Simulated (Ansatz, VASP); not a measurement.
**Two plane-wave programs on Pt**

Contents of POSCAR:

```
Pt
1.0
    2.6384191689      0.0000000000      0.0000000000
    0.0000000000      2.6384191689      0.0000000000
    0.0000000000      0.0000000000      2.6384191689
Pt
1
Direct
    0.0000000000      0.0000000000      0.0000000000
```

The input INCAR.step1:

```
SYSTEM = Pt
PREC     = Accurate       ! precision mode
ENCUT    = 550            ! plane-wave cutoff, eV
ISMEAR   = -1             ! smearing method
SIGMA    = 0.1            ! smearing width, eV
LREAL    = .False.        ! projectors in reciprocal space
LASPH    = .True.         ! aspherical terms in the spheres
NELM     = 120            ! most SCF steps
NBANDS   = 11             ! bands
GGA      = PE             ! functional
ALGO     = Normal         ! electronic algorithm
EDIFF    = 1E-5           ! SCF threshold, eV
LWAVE    = .True.         ! write WAVECAR
LCHARG   = .False.        ! write CHGCAR
GGA_COMPAT= .False.
```

The input INCAR.step2:

```
SYSTEM = Pt
PREC     = Accurate       ! precision mode
ENCUT    = 550            ! plane-wave cutoff, eV
EDIFF    = 1E-6           ! SCF threshold, eV
ISMEAR   = -1             ! smearing method
SIGMA    = 0.1            ! smearing width, eV
LREAL    = .False.        ! projectors in reciprocal space
LASPH    = .True.         ! aspherical terms in the spheres
NELM     = 120            ! most SCF steps
ALGO     = Normal         ! electronic algorithm
ISIF     = 2              ! what is computed and relaxed
LWAVE    = .False.        ! write WAVECAR
LCHARG   = .True.         ! write CHGCAR
METAGGA  = R2SCAN         ! meta-GGA
LMIXTAU  = .True.       
LELF     = .True.         ! ELF
LVHAR    = .True.       
NBANDS   = 11             ! bands
ISTART   = 1            
GGA_COMPAT= .False.
```

KPOINTS

```
Automatic mesh
0
Gamma
  14 14 14
  0 0 0
```

Input for Ansatz:

```yaml
crystal:
  lattice:
    - [2.6384191689, 0.0, 0.0]
    - [0.0, 2.6384191689, 0.0]
    - [0.0, 0.0, 2.6384191689]
  atoms:
    - { symbol: Pt, position: [0.0, 0.0, 0.0] }
hamiltonian:
  xc: r2scan
  pseudopotentials:
    kind: paw
    azcp:
      Pt: "pseudopotentials/Pt.paw.azcp"
basis:
  ecutwfc: 500
  fft_grid_basis: typed
kpoints:
  mp_grid: { grid: [14, 14, 14], shift: [0, 0, 0] }
magnetization:
  spin_polarized: false
scf:
  occupations: { method: fermi_dirac, width: 0.1 }
  lower_state_search: "off"
output:
  stress: true
  write_density: true
  write_potential: true
  elf: true
  volumetric_format: npy
```

Alike in both runs: task single point; functional r2SCAN; k mesh 14 × 14 × 14; occupations fermi-dirac, width 0.1 eV; no spin polarisation.

|  | VASP | Ansatz |
| --- | --- | --- |
| version | VASP 6.6.1 | Ansatz 0.2.0 |
| potentials or method | VASP PAW PBE potentials, release 64 (Pt), cutoff 550 eV | plane waves (500 eV) with PAW, scalar-relativistic |
| valence electrons in the cell | 10 | 18 |

Ansatz gave:

* pressure (GPa): -7.0

Question: Estimate VASP's values.

Answer: Pressure (GPa): -6.6.

VASP's potentials were made for PBE, not for r2SCAN. VASP's potentials hold 10 valence electrons a cell and Ansatz's 18, so a difference there can come from the potentials and not from the codes.

Spin-orbit coupling is off throughout.
